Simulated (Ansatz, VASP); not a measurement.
One calculation of Sb, two programs

```
CELL_PARAMETERS angstrom
3.14155 0.00000 0.00000
0.00000 3.14155 0.00000
0.00000 0.00000 3.14155
ATOMIC_POSITIONS crystal
Sb 0.00000 0.00000 0.00000
```

Alike in both runs: task single point; functional PBEsol; k mesh 14 × 14 × 14; occupations gaussian, width 0.1 eV; no spin polarisation.

```csv
,VASP,Ansatz
version,VASP 6.6.1,Ansatz 0.2.0
potentials or method,"VASP PAW PBE potentials, release 64 (Sb), cutoff 520 eV","scalar-relativistic, plane waves, PAW"
valence electrons in the cell,5,15
```

|  | VASP | Ansatz | Ansatz less VASP |
| --- | --- | --- | --- |
| gap on the k mesh at the Fermi level (eV) | none | none | - |
| pressure (GPa) | -3.9 | -4.0 | -0.05 |

VASP's potentials were made for PBE, not for PBEsol. A gap of «none» marks a metal or a gap that the smearing closes. VASP's potentials hold 5 valence electrons a cell and Ansatz's 15, so a difference there can come from the potentials and not from the codes.

Neither program's run includes spin-orbit coupling.
